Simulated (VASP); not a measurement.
Input of a VASP 6.6.1 run:

Contents of INCAR:

```
SYSTEM = Li
PREC = Accurate
ENCUT = 520
EDIFF = 1E-6
ISMEAR = -1
SIGMA = 0.08
LREAL = .False.
LASPH = .True.
NELM = 60
ALGO = Normal
ISIF = 2
LWAVE = .False.
LCHARG = .False.
GGA = PE
NBANDS = 10
```

File KPOINTS:

```
regular mesh
0
Gamma
  18 18 10
  0 0 0
```

POSCAR

```
Li
1.0
    2.4194456670      0.0000000000      0.0000000000
   -1.2097228335      2.0953014107      0.0000000000
    0.0000000000      0.0000000000      4.0157126431
Li
2
Direct
    0.3333333333      0.6666666667      0.2500000000
    0.6666666667      0.3333333333      0.7500000000
```

Potentials or basis: VASP PAW PBE potentials, release 64 (Li_sv).

Command:

```sh
$ cat potpaw_PBE.64/Li_sv/POTCAR > POTCAR
$ mpirun -np 1 vasp_std > vasp.out
```

Q: What does it give for the band gap on the k mesh?

A: Zero (band 3 reaches 6.43 eV, above the bottom of band 4 at 0.32 eV).
